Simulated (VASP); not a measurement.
Wanted: the native input for a VASP 6.6.1 run.

* Task: single point
* Functional: PBE
* Potentials or basis: VASP PAW PBE potentials, release 64 (W_sv)
* Cutoff: 500 eV
* k mesh: 18 × 18 × 18
* Occupations: gaussian, width 0.1 eV
* Spin: non-collinear spin, zero start, spin-orbit coupling
* Starting moments: [[0.0, 0.0, 0.0]] μB
* Dipole correction: no
* Further INCAR settings: ALGO = Normal; EDIFF = 1e-06; NBANDS = 25

The structure of W lies in POSCAR:

```
W
1.0
   -1.5923396587      1.5923396587      1.5923396587
    1.5923396587     -1.5923396587      1.5923396587
    1.5923396587      1.5923396587     -1.5923396587
W
1
Direct
    0.0000000000      0.0000000000      0.0000000000
```

One way to write it, as run:

INCAR

```
ALGO     = Normal         # electronic algorithm
EDIFF    = 1E-6           # SCF threshold, eV
ENCUT    = 500            # plane-wave cutoff, eV
GGA      = PE             # functional
GGA_COMPAT= False        
ISIF     = 2              # what is computed and relaxed
ISMEAR   = 0              # smearing method
LASPH    = True           # aspherical terms in the spheres
LCHARG   = False          # write CHGCAR
LMAXMIX  = 4              # l up to which the mixer works
LORBIT   = 11             # projections on sites
LORBMOM  = True         
LREAL    = False          # projectors in reciprocal space
LSORBIT  = True           # spin-orbit coupling
LWAVE    = False          # write WAVECAR
MAGMOM   = 0 0 0          # initial moments
NBANDS   = 25             # bands
NELM     = 200            # most SCF steps
PREC     = Accurate       # precision mode
SIGMA    = 0.1            # smearing width, eV
```

KPOINTS

```
k-points
0
Gamma
  18 18 18
```

Potentials or basis: VASP PAW PBE potentials, release 64 (W_sv).

The run is started by

```console
$ cat potpaw_PBE.64/W_sv/POTCAR > POTCAR
$ mpirun -np 1 vasp_ncl > vasp.out
```

Results of the run:

```
Pressure                                              : 1.2 GPa
Net moment                                            : 0.00 μB per cell
Valence electrons inside the program's atomic spheres : W 12.07
```

Run time: 2.9 min on 1 thread of Oxide Virtual Turin-like Processor (shared host), peak memory 0.2 GiB.
